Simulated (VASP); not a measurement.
Crystal: N.

```xyz
4
Lattice="3.8219 0.0000 0.0000 -1.9109 3.3099 0.0000 0.0000 0.0000 7.4228" Properties=species:S:1:pos:R:3 pbc="T T T"
N     0.0000    2.2066    2.4068
N     0.0000    2.2066    1.3046
N     1.9109    1.1033    6.1182
N     1.9109    1.1033    5.0161
```

* Program: VASP 6.6.1
* Task: relaxation of cell and atoms
* Functional: PBE
* Dispersion: D3(BJ)
* Potentials or basis: VASP PAW PBE potentials, release 64 (N)
* Cutoff: 600 eV
* k mesh: 9 × 9 × 4
* Occupations: gaussian, width 0.02 eV
* Spin: no spin polarisation

At the start: pressure 1.9 GPa; volume 23.47 Å³/atom.

**Question.** Where does the relaxation end?

**Answer.** Over 16 steps the energy falls by 5.4 meV/atom and the volume is 21.96 Å³/atom (-6.5 %); space group P6_3/mmc (No. 194, to 0.05 Å).

The path:
| step | energy change (eV) | largest force (eV/Å) | pressure (GPa) | volume (Å³) |
| --- | --- | --- | --- | --- |
| 1 | 0.0000 | 1.6628 | 1.87 | 93.90 |
| 2 | 3.7759 | 14.3467 | -20.78 | 97.61 |
| 3 | -0.0103 | 0.9904 | -1.45 | 94.10 |
| 4 | -0.0163 | 0.3733 | -0.67 | 94.02 |
| 5 | -0.0172 | 0.0532 | -0.27 | 93.98 |
| 6 | -0.0173 | 0.0068 | -0.19 | 93.98 |
| 7 | -0.0173 | 0.0193 | -0.17 | 93.98 |
| 8 | -0.0176 | 0.0219 | -0.16 | 93.70 |
| 9 | -0.0186 | 0.0291 | -0.14 | 92.86 |
| 10 | -0.0201 | 0.0499 | -0.06 | 91.21 |
| 11 | -0.0215 | 0.1172 | 0.14 | 87.96 |
| 12 | -0.0216 | 0.0154 | -0.03 | 87.83 |
| 13 | -0.0216 | 0.0074 | -0.02 | 87.83 |
| 14 | -0.0216 | 0.0055 | -0.01 | 87.84 |
| 15 | -0.0216 | 0.0562 | 0.06 | 87.90 |
| 16 | -0.0216 | 0.0024 | -0.02 | 87.84 |

Final structure:
```
N
1.0
     3.73878    0.00000    0.00000
    -1.86939    3.23787    0.00000
     0.00000    0.00000    7.25601
N
4
Cartesian
  0.0000 2.1586 2.3703
  0.0000 2.1586 1.2577
  1.8694 1.0793 5.9983
  1.8694 1.0793 4.8857
```

Caveat: the standard files for N, O and F lose accuracy on very short bonds.
